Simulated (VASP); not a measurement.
# Zn (Fm-3m) in VASP: further runs

The runs below take Zn through single point, relaxation of cell and atoms, with PBEsol.

Everything below comes from runs of VASP 6.6.1. Logs are shortened: lines on timing, memory, paths and dates and some standing lists are left out, and cuts for length are marked.

### 1 The cell of the first run

The structure is cubic, space group Fm-3m (No. 225). Conventional cell: a = 3.838 Å, b = 3.838 Å, c = 3.838 Å, α = 90.00°, β = 90.00°, γ = 90.00°. Zn (site symmetry m-3m) has 12 Zn at 2.71 Å within 3.6 Å.

### 2 Single point, PBEsol

Input file INCAR:

```
SYSTEM = Zn
ALGO = Fast
EDIFF = 1E-6
ENCUT = 520
GGA = PS
ISIF = 2
ISMEAR = 0
LASPH = .True.
LCHARG = .True.
LELF = .True.
LREAL = .False.
LVHAR = .True.
LWAVE = .False.
NBANDS = 12
NELM = 60
PREC = Accurate
SIGMA = 0.1
```

Input file KPOINTS:

```
k-points
0
Gamma
  18 18 18
  0 0 0
```

Input file POSCAR:

```
Zn
1.0
    0.0000000000      1.9192176141      1.9192176141
    1.9192176141      0.0000000000      1.9192176141
    1.9192176141      1.9192176141      0.0000000000
Zn
1
Direct
    0.0000000000      0.0000000000      0.0000000000
```

Potentials or basis: VASP PAW PBE potentials, release 64 (Zn).

Run with:

```console
cat potpaw_PBE.64/Zn/POTCAR > POTCAR
mpirun -np 1 vasp_std > vasp.out
```

OUTCAR:

```text
SYSTEM = Zn
   EDIFF = 1E-6
   ENCUT = 520
   GGA = PS
   ISIF = 2
   ISMEAR = 0
   LASPH = .True.
   LREAL = .False.
   NELM = 60
   PREC = Accurate

 ion  position               nearest neighbor table
   1  0.000  0.000  0.000-

  LATTYP: Found a face centered cubic cell.
 ALAT       =     3.8384352282

  Lattice vectors:

 A1 = (   0.0000000000,   1.9192176141,   1.9192176141)
 A2 = (   1.9192176141,   0.0000000000,   1.9192176141)
 A3 = (   1.9192176141,   1.9192176141,   0.0000000000)

Analysis of symmetry for initial positions (statically):
[... 5 lines left out ...]
 face centered cubic supercell.

 Subroutine GETGRP returns: Found 48 space group operations
 (whereof 48 operations were pure point group operations)
 out of a pool of 48 trial point group operations.

The static configuration has the point symmetry O_h .

Analysis of symmetry for dynamics (positions and initial velocities):
[... 5 lines left out ...]
 face centered cubic supercell.

 Subroutine GETGRP returns: Found 48 space group operations
 (whereof 48 operations were pure point group operations)
 out of a pool of 48 trial point group operations.

The dynamic configuration has the point symmetry O_h .

 Subroutine INISYM returns: Found 48 space group operations
 (whereof 48 operations are pure point group operations),
 and found     1 'primitive' translations

----------------------------------------------------------------------------------------

                                     Primitive cell

  volume of cell :      14.1385

  direct lattice vectors                    reciprocal lattice vectors
     0.000000000  1.919217614  1.919217614    -0.260522828  0.260522828  0.260522828
     1.919217614  0.000000000  1.919217614     0.260522828 -0.260522828  0.260522828
     1.919217614  1.919217614  0.000000000     0.260522828  0.260522828 -0.260522828

  length of vectors
     2.714183579  2.714183579  2.714183579     0.451238774  0.451238774  0.451238774

  position of ions in fractional coordinates (direct lattice)
     0.000000000  0.000000000  0.000000000

  ion indices of the primitive-cell ions
   primitive index   ion index
                 1           1

----------------------------------------------------------------------------------------

 KPOINTS: k-points

Automatic generation of k-mesh.
 Grid dimensions read from file:
 generate k-points for:   18   18   18

 Generating k-lattice:

  Cartesian coordinates                     Fractional coordinates (reciprocal lattice)
    -0.014473490  0.014473490  0.014473490     0.055555556  0.000000000  0.000000000
     0.014473490 -0.014473490  0.014473490     0.000000000  0.055555556  0.000000000
     0.014473490  0.014473490 -0.014473490     0.000000000  0.000000000  0.055555556

  Length of vectors
     0.025068821  0.025068821  0.025068821

  Shift w.r.t. Gamma in fractional coordinates (k-lattice)
     0.000000000  0.000000000  0.000000000

 Subroutine IBZKPT returns following result:
 ===========================================

 Found    195 irreducible k-points:

 Following reciprocal coordinates:
            Coordinates               Weight
  0.000000  0.000000  0.000000      1.000000
  0.055556  0.000000  0.000000      8.000000
  0.111111  0.000000  0.000000      8.000000
  0.166667  0.000000  0.000000      8.000000
  0.222222  0.000000  0.000000      8.000000
  0.277778  0.000000  0.000000      8.000000
[... 16 lines left out ...]
 -0.277778  0.055556  0.000000     24.000000
 -0.222222  0.055556  0.000000     24.000000
 [... further k-points ...]
   k-points           NKPTS =    195   k-points in BZ     NKDIM =    195   number of bands    NBANDS=     12
   number of dos      NEDOS =    301   number of ions     NIONS =      1
   total plane-waves  NPLWV =   8000
   dimension x,y,z NGX =    20 NGY =   20 NGZ =   20
   dimension x,y,z NGXF=    40 NGYF=   40 NGZF=   40
   ions per type =               1
   NGX,Y,Z   is equivalent  to a cutoff of  12.25, 12.25, 12.25 a.u.
   NGXF,Y,Z  is equivalent  to a cutoff of  24.50, 24.50, 24.50 a.u.
 SYSTEM =  Zn
   PREC   = accura    normal or accurate (medium, high low for compatibility)
   ISTART =      0    job   : 0-new  1-cont  2-samecut
   ICHARG =      2    charge: 1-file 2-atom 10-const
   ISPIN  =      1    spin polarized calculation?
   LNONCOLLINEAR =      F non collinear calculations
   LSORBIT =      F    spin-orbit coupling
   LASPH  =      T    aspherical Exc in radial PAW
   ENCUT  =  520.0 eV  38.22 Ry    6.18 a.u.   5.05  5.05  5.05*2*pi/ulx,y,z
   NELM   =     60;   NELMIN=  2; NELMDL= -5     # of ELM steps
   EDIFF  = 0.1E-05   stopping-criterion for ELM
   LREAL  =      F    real-space projection
   EDIFFG = 0.1E-04   stopping-criterion for IOM
   NSW    =      0    number of steps for IOM
   IBRION =     -1    ionic relax: 0-MD 1-quasi-New 2-CG
   NFREE  =      0    steps in history (QN), initial steepest desc. (CG)
   ISIF   =      2    stress and relaxation
   ISYM   =      2    0-nonsym 1-usesym 2-fastsym
   POTIM  = 0.5000    time-step for ionic-motion
   TEBEG  =    0.0;   TEEND  =   0.0 temperature during run
   PSTRESS=    0.0 pullay stress
   NELECT =      12.0000    total number of electrons
   NUPDOWN=      -1.0000    fix difference up-down
   EMIN   =  10.00;   EMAX   =-10.00  energy-range for DOS
   EFERMI =   0.00;   METHOD = LEGACY
   ISMEAR =     0;   SIGMA  =   0.10  broadening in eV -4-tet -1-fermi 0-gaus
   EFERMI_NEDOS =   21; number of points for ismear=-14 and -15
   IALGO  =     68    algorithm
   IMIX   =      4    mixing-type and parameters
     AMIX     =   0.40;   BMIX     =  1.00
     AMIX_MAG =   1.60;   BMIX_MAG =  1.00
  volume/ion in A,a.u.               =      14.14        95.41
  Fermi-wavevector in a.u.,A,eV,Ry     =   1.550010  2.929093 32.688398  2.402529
  Thomas-Fermi vector in A             =   2.654734
   LORBIT       =      0    0 simple, 1 ext, 2 COOP (PROOUT), +10 PAW based schemes
   GGA     = PS    functional components
   LHFCALC =     F    Hartree Fock is set to
   AEXX    =    0.0000 exact exchange contribution
   IVDW    =     0    specifies the selected vdW correction
   LEPSILON=     F    determine dielectric tensor
   LRPA    =     F    only Hartree local field effects (RPA)
 non-spin polarized calculation
 RMM-DIIS sequential band-by-band and
 Gauss-broadening in eV      SIGMA  =   0.10
  energy-cutoff  :      520.00
  volume of cell :       14.14
 maximum number of plane-waves:       392
   NGX =  9   NGY =  9   NGZ =  9

 number of electron      12.0000011 magnetization

 Free energy of the ion-electron system (eV)
  ---------------------------------------------------
  ext. energy  EPLUGINS =         0.00000000
  ---------------------------------------------------
  free energy    TOTEN  =        -1.56023592 eV

  energy without entropy =       -1.55855537  energy(sigma->0) =       -1.55939564

 E-fermi :   3.3600     XC(G=0): -12.1008

 val. band max:        3.3396263562   @ k =  -0.4444   0.2222   0.0000
 cond. band min:       3.3881277660   @ k =  -0.3889   0.3889   0.0556
 fundamental gap:      0.0485014099
 Fermi energy:         3.3600180085

 k-point     1 :       0.0000    0.0000    0.0000
  band No.  band energies     occupation
      1      -7.5222      2.00000
      2      -4.3591      2.00000
      3      -4.3591      2.00000
      4      -4.3591      2.00000
      5      -3.9214      2.00000
      6      -3.9214      2.00000
      7      22.6672      0.00000
      8      22.6672      0.00000
      9      22.6672      0.00000
     10      22.8789      0.00000
     11      25.3561      0.00000
     12      25.3561      0.00000

 k-point     2 :       0.0556    0.0000    0.0000
  band No.  band energies     occupation
      1      -7.4242      2.00000
      2      -4.3685      2.00000
      3      -4.3468      2.00000
      4      -4.3468      2.00000
      5      -3.9251      2.00000
      6      -3.9251      2.00000
      7      20.7351      0.00000
      8      22.3183      0.00000
      9      22.3183      0.00000
     10      22.7908      0.00000
     11      25.8725      0.00000
     12      25.8726      0.00000

 k-point     3 :       0.1111    0.0000    0.0000
  band No.  band energies     occupation
      1      -7.1343      2.00000
      2      -4.3908      2.00000
      3      -4.3151      2.00000
      4      -4.3151      2.00000
      5      -3.9319      2.00000
      6      -3.9319      2.00000
      7      17.8930      0.00000
      8      21.6596      0.00000
      9      21.6596      0.00000
     10      22.6951      0.00000
     11      27.0327      0.00000
     12      27.0327      0.00000

 k-point     4 :       0.1667    0.0000    0.0000
  band No.  band energies     occupation
      1      -6.6696      2.00000
      2      -4.4045      2.00000
      3      -4.2801      2.00000
      4      -4.2801      2.00000
      5      -3.9279      2.00000
      6      -3.9279      2.00000
      7      15.0808      0.00000
      8      21.0186      0.00000
      9      21.0186      0.00000
     10      22.5364      0.00000
     11      28.0025      0.00000
     12      28.3158      0.00000

 k-point     5 :       0.2222    0.0000    0.0000
  band No.  band energies     occupation
      1      -6.0847      2.00000
      2      -4.3488      2.00000
      3      -4.2648      2.00000
      4      -4.2648      2.00000
      5      -3.8935      2.00000
      6      -3.8935      2.00000
      7      12.3876      0.00000
      8      20.4823      0.00000
      9      20.4823      0.00000
     10      22.3181      0.00000
     11      26.9097      0.00000
     12      26.9097      0.00000

 k-point     6 :       0.2778    0.0000    0.0000
  band No.  band energies     occupation
      1      -5.5509      2.00000
      2      -4.2778      2.00000
      3      -4.2778      2.00000
      4      -4.0467      2.00000
      5      -3.8257      2.00000
      6      -3.8257      2.00000
      7       9.8416      0.00000
      8      20.0707      0.00000
      9      20.0707      0.00000
     10      22.0589      0.00000
     11      25.6303      0.00000
     12      25.6303      0.00000

 k-point     7 :       0.3333    0.0000    0.0000
  band No.  band energies     occupation
      1      -5.2942      2.00000
      2      -4.3065      2.00000
      3      -4.3065      2.00000
      4      -3.7435      2.00000
      5      -3.7435      2.00000
      6      -3.2696      2.00000
      7       7.4598      0.00000
      8      19.7829      0.00000
      9      19.7829      0.00000
     10      21.7933      0.00000
     11      24.5819      0.00000
     12      24.5819      0.00000

 k-point     8 :       0.3889    0.0000    0.0000
  band No.  band energies     occupation
      1      -5.2312      2.00000
      2      -4.3363      2.00000
      3      -4.3363      2.00000
      4      -3.6687      2.00000
      5      -3.6687      2.00000
      6      -2.1091      2.00000
      7       5.2640      0.00000
      8      19.6056      0.00000
      9      19.6057      0.00000
     10      21.5638      0.00000
     11      23.7935      0.00000
     12      23.7935      0.00000
[... 166 lines left out ...]
 k-point    20 :      -0.4444    0.0556    0.0000
  band No.  band energies     occupation
      1      -5.1918      2.00000
      2      -4.3742      2.00000
      3      -4.3437      2.00000
      4      -3.6568      2.00000
      5      -3.6216      2.00000
      6      -0.1828      2.00000
      7       2.8335      2.00000
      8      18.0455      0.00000
      9      19.2707      0.00000
     10      20.8015      0.00000
     11      23.5951      0.00000
     12      24.7326      0.00000

 k-point    21 :      -0.3889    0.0556    0.0000
  band No.  band energies     occupation
      1      -5.1897      2.00000
      2      -4.3543      2.00000
      3      -4.3287      2.00000
      4      -3.6935      2.00000
      5      -3.6792      2.00000
      6      -1.5400      2.00000
      7       4.6573      0.00000
      8      17.7863      0.00000
      9      19.8522      0.00000
     10      21.2330      0.00000
     11      23.4962      0.00000
     12      24.9026      0.00000

 k-point    22 :      -0.3333    0.0556    0.0000
  band No.  band energies     occupation
      1      -5.2169      2.00000
      2      -4.3249      2.00000
      3      -4.3016      2.00000
      4      -3.7879      2.00000
      5      -3.7614      2.00000
      6      -2.7566      2.00000
      7       6.7843      0.00000
      8      17.7083      0.00000
      9      20.5045      0.00000
     10      21.7697      0.00000
     11      23.7049      0.00000
     12      25.1515      0.00000

 k-point    23 :      -0.2778    0.0556    0.0000
  band No.  band energies     occupation
      1      -5.3732      2.00000
      2      -4.2983      2.00000
      3      -4.2699      2.00000
      4      -4.0244      2.00000
      5      -3.8533      2.00000
      6      -3.5323      2.00000
      7       9.1069      0.00000
      8      17.8099      0.00000
      9      21.1521      0.00000
     10      22.3478      0.00000
     11      24.2825      0.00000
     12      25.4906      0.00000

 k-point    24 :      -0.2222    0.0556    0.0000
  band No.  band energies     occupation
      1      -5.8134      2.00000
      2      -4.3614      2.00000
      3      -4.2482      2.00000
      4      -4.2386      2.00000
      5      -3.9323      2.00000
      6      -3.7695      2.00000
      7      11.5986      0.00000
      8      18.0857      0.00000
      9      21.7555      0.00000
     10      22.8640      0.00000
     11      25.2458      0.00000
     12      25.9553      0.00000

 [... further k-points ...]
[... 5 lines left out ...]
  --------------------------------------------------------------------------------------
  -------------------------------------------------------------------------------------
  Total        0.0388641      0.0388641      0.0388641      0.0000000     -0.0000000     -0.0000000
  in kB        4.4040942      4.4040942      4.4040942      0.0000000     -0.0000000     -0.0000000
  external PRESSURE =       4.4040942 kB  Pullay stress =       0.0000000 kB

 VOLUME and BASIS-vectors are now :
 -----------------------------------------------------------------------------
  energy-cutoff  :      520.00
  volume of cell :       14.14
      direct lattice vectors                 reciprocal lattice vectors
     0.000000000  1.919217614  1.919217614    -0.260522828  0.260522828  0.260522828
     1.919217614  0.000000000  1.919217614     0.260522828 -0.260522828  0.260522828
     1.919217614  1.919217614  0.000000000     0.260522828  0.260522828 -0.260522828

 POSITION                                       TOTAL-FORCE (eV/Angst)
 -----------------------------------------------------------------------------------
      0.00000      0.00000      0.00000        -0.000000     -0.000000     -0.000000
 -----------------------------------------------------------------------------------
    total drift:                                0.000000      0.000000      0.000000

  FREE ENERGIE OF THE ION-ELECTRON SYSTEM (eV)
  ---------------------------------------------------
  free  energy   TOTEN  =        -1.5602359195 eV

  energy  without entropy=       -1.5585553686  energy(sigma->0) =       -1.55939564
```

It took 12 s on 1 thread of Intel Xeon 6975P-C (Granite Rapids), shared host; peak memory 0.14 GiB.

Results:

```yaml
Free_energy: -1.5602 eV
Pressure: 0.4 GPa
Band_gap_on_the_k_mesh: zero (band 6 reaches 5.16 eV, above the bottom of band 7 at 2.16 eV)
```

Caveat: the PAW data sets were made with another functional, which shifts forces and pressure a little.

[end of part 1 of 2]
